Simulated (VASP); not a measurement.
Write the native input for VASP 6.6.1 that does the following.

| Item | Value |
| --- | --- |
| Task | single point |
| Functional | LDA |
| Potentials or basis | VASP PAW LDA potentials, release 64 (Zn, O) |
| Cutoff | 520 eV |
| k mesh | 12 × 12 × 12 |
| Occupations | gaussian, width 0.05 eV |
| Spin | no spin polarisation |
| Dipole correction | no |
| Further INCAR settings | ALGO = Normal; EDIFF = 1e-06; NBANDS = 16 |

The structure of ZnO lies in POSCAR:

```
ZnO
1.0
    0.0000000000      2.1694420000      2.2779141000
    2.1694420000      0.0000000000      2.2779141000
    2.1694420000      2.1694420000      0.0000000000
Zn O
1 1
Direct
    0.0000000000      0.0000000000      0.0000000000
    0.5000000000      0.5000000000      0.5000000000
```

This cell differs from its parent crystal: strain +0.000 along x and y, +0.050 along z.

The input as run:

INCAR

```
PREC = Accurate
ENCUT = 520
EDIFF = 1E-6
ISMEAR = 0
SIGMA = 0.05
LREAL = F
LASPH = T
NELM = 100
ALGO = Normal
ISIF = 2
LWAVE = F
LCHARG = F
NBANDS = 16
```

KPOINTS

```
Automatic mesh
0
Gamma
  12 12 12
```

Potentials or basis: VASP PAW LDA potentials, release 64 (Zn, O).

Run with:

```console
$ cat potpaw_LDA.64/Zn/POTCAR potpaw_LDA.64/O/POTCAR > POTCAR
$ mpirun -np 1 vasp_std > vasp.out
```

Results of the run:

| Item | Value |
| --- | --- |
| Pressure | -19.5 GPa |
| Band gap on the k mesh | 0.37 eV (least direct gap 1.40 eV) |

Caveat: the cell differs from its parent crystal (strain +0.000 along x and y, +0.050 along z); the cell stands under tension.

Wall time 51 s on 1 thread of Intel Xeon 8259CL (shared host), peak memory 0.17 GiB.
